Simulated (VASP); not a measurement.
Wanted: the native input for a VASP 6.6.1 run.

| Quantity | Value |
| --- | --- |
| Task | relaxation of cell and atoms |
| Functional | PBE |
| Potentials or basis | VASP PAW PBE potentials, release 64 (Y_sv, Lu, N) |
| Cutoff | 600 eV |
| k mesh | 12 × 12 × 4 |
| Occupations | gaussian, width 0.01 eV |
| Spin | no spin polarisation |
| Dipole correction | no |
| Further INCAR settings | ALGO = Normal; EDIFF = 1e-06; IBRION = 2; EDIFFG = -0.01; NSW = 100; ISIF = 3 |

The structure of Y2LuN3 lies in POSCAR:

```
Y2LuN3
1.0
    3.4352121000      0.0000000000      0.0000000000
   -1.7176061000      2.9749810000      0.0000000000
    0.0000000000      0.0000000000      8.4162372000
Y Lu N
2 1 3
Direct
    0.3333333000      0.6666667000      0.6690290000
    0.6666667000      0.3333333000      0.3309710000
    0.0000000000      0.0000000000      0.0000000000
    0.3333333000      0.6666667000      0.1617350000
    0.6666667000      0.3333333000      0.8382650000
    0.0000000000      0.0000000000      0.5000000000
```

The cell was generated, and may not be a known phase.

These files were run (other wordings do the same):

INCAR

```
SYSTEM = Y2LuN3
PREC = Accurate
ENCUT = 600
EDIFF = 1E-6
ISMEAR = 0
SIGMA = 0.01
LREAL = .FALSE.
LASPH = .TRUE.
NELM = 60
ALGO = Normal
ISIF = 3
LWAVE = .FALSE.
LCHARG = .FALSE.
GGA = PE
IBRION = 2
NSW = 100
EDIFFG = -0.01
```

KPOINTS

```
regular mesh
0
G
  12 12 4
  0 0 0
```

Potentials or basis: VASP PAW PBE potentials, release 64 (Y_sv, Lu, N).

Command:

```sh
$ cat potpaw_PBE.64/Y_sv/POTCAR potpaw_PBE.64/Lu/POTCAR potpaw_PBE.64/N/POTCAR > POTCAR
$ mpirun -np 1 vasp_std > vasp.out
```

Results of the run:

```yaml
Relaxed_volume: 14.35 Å³/atom
Relaxed_cell: a = 3.436 Å, b = 3.436 Å, c = 8.418 Å, α = 90.00°, β = 90.00°, γ = 120.00°
Space_group_after_relaxing_to_0.1_Å: P-3m1 (No. 164)
Energy_gained_by_relaxing: 0.0 meV/atom
Ionic_steps: 4
Pressure_after_relaxing: 0.0 GPa
Largest_force_after_relaxing: 0.006 eV/Å
Band_gap_on_the_k_mesh: 0.11 eV (least direct gap 0.60 eV)
```

Caveat: semilocal functionals underestimate gaps, and a narrow one can read as zero; spin-orbit coupling is left out, which moves the levels of the heavy elements.

It took 7.3 min on 1 thread of Intel(R) Xeon(R) 6975P-C (Granite Rapids), with other jobs on the host, peak memory 0.43 GiB.
